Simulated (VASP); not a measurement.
Crystal: WS2.

```
W S
1.0
     3.18422    0.00000    0.00000
    -1.59211    2.75762    0.00000
     0.00000    0.00000   12.97828
W S
2 4
Direct
  0.33333 0.66667 0.25000
  0.66667 0.33333 0.75000
  0.33333 0.66667 0.62980
  0.66667 0.33333 0.12980
  0.33333 0.66667 0.87020
  0.66667 0.33333 0.37020
```

```yaml
Program: VASP 6.6.1
Task: relaxation of cell and atoms
Functional: PBEsol
Potentials_or_basis: VASP PAW PBE potentials, release 64 (W_sv, S)
Cutoff: 600 eV
k_mesh: 12 × 12 × 2
Occupations: gaussian, width 0.02 eV
Spin: no spin polarisation
```

At the start: pressure -2.8 GPa; volume 18.99 Å³/atom.

How do energy, volume and symmetry change on relaxing?

Over 27 steps the energy falls by 5.3 meV/atom and the volume is 18.15 Å³/atom (-4.4 %); space group P6_3/mmc (No. 194, to 0.1 Å) before and after.

The path:
```
step  energy change (eV)  largest force (eV/Å)  pressure (GPa)  volume (Å³)
   1              0.0000                0.0929           -2.77       113.96
   2              0.0334                0.7215            5.55       108.61
   3             -0.0223                0.2104            0.23       111.85
   4             -0.0276                0.0527           -0.18       111.47
   5             -0.0285                0.0191           -0.07       111.58
   6             -0.0286                0.0244           -0.02       111.47
   7             -0.0289                0.0444            0.21       111.14
   8             -0.0288                0.0830            0.62       110.49
   9             -0.0289                0.0600            0.37       110.88
  10             -0.0290                0.0590            0.35       110.87
  11             -0.0290                0.0581            0.36       110.84
  12             -0.0291                0.0547            0.35       110.79
  13             -0.0294                0.0495            0.32       110.67
  14             -0.0298                0.0383            0.30       110.45
  15             -0.0304                0.0160            0.23       110.00
  16             -0.0309                0.0271            0.10       109.10
  17             -0.0313                0.0202            0.06       109.03
  18             -0.0315                0.0075           -0.05       108.91
  19             -0.0315                0.0077           -0.04       108.92
  20             -0.0315                0.0144            0.00       108.98
  21             -0.0315                0.0093           -0.03       108.93
  22             -0.0315                0.0084           -0.04       108.92
  23             -0.0315                0.0021            0.01       108.89
  24             -0.0315                0.0003            0.03       108.90
  25             -0.0315                0.0015            0.02       108.90
  26             -0.0315                0.0030            0.01       108.91
  27             -0.0315                0.0017            0.00       108.90
```

Final structure:
```yaml
crystal:
  lattice:
    - [3.14688, 0.00000, 0.00000]
    - [-1.57344, 2.72528, 0.00000]
    - [0.00000, 0.00000, 12.69857]
  atoms:
    - { symbol: W, position: [0.33333, 0.66667, 0.25000] }
    - { symbol: W, position: [0.66667, 0.33333, 0.75000] }
    - { symbol: S, position: [0.33333, 0.66667, 0.62649] }
    - { symbol: S, position: [0.66667, 0.33333, 0.12649] }
    - { symbol: S, position: [0.33333, 0.66667, 0.87351] }
    - { symbol: S, position: [0.66667, 0.33333, 0.37351] }
```

Caveat: the PAW data sets were made with another functional, which shifts forces and pressure a little; this functional lacks dispersion, which binds the layers, so the pressure and a relaxed spacing across them are unreliable.
